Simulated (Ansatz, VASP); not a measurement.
Two plane-wave programs on Pt

```
Pt
1.0
     2.70658   -0.00638    0.00240
    -1.35888    2.31180    0.00501
     0.00392    0.01112    4.85379
Pt
2
Direct
  0.72835 0.30792 0.73308
  0.25470 0.73234 0.22607
```

Alike in both runs: task single point; functional PBEsol; k mesh 7 × 7 × 4; no spin polarisation.

|  | VASP | Ansatz |
| --- | --- | --- |
| version | VASP 6.6.1 | Ansatz 0.2.0 |
| potentials or method | VASP PAW PBE potentials, release 64 (Pt) | plane waves, PAW |
| plane-wave cutoff (eV) | 520 | 420 |
| occupations | methfessel-paxton of order 1, width 0.1 eV | cold |
| valence electrons in the cell | 20 | 36 |

```csv
,VASP,Ansatz,Ansatz less VASP
pressure (GPa),1.2,1.7,+0.49
"traceless stress, the component that is largest in VASP (GPa)",2.36,2.42,+0.053
rms of the force components (eV/Å),0.274,0.271,-0.0035
```

VASP's potentials were made for PBE, not for PBEsol. Atom by atom the forces differ by 0.004 eV/Å (rms over components). VASP's potentials hold 20 valence electrons a cell and Ansatz's 36, so a difference there can come from the potentials and not from the codes.

The k mesh is coarse, so the values compare programs but aren't converged. Neither program's run includes spin-orbit coupling.
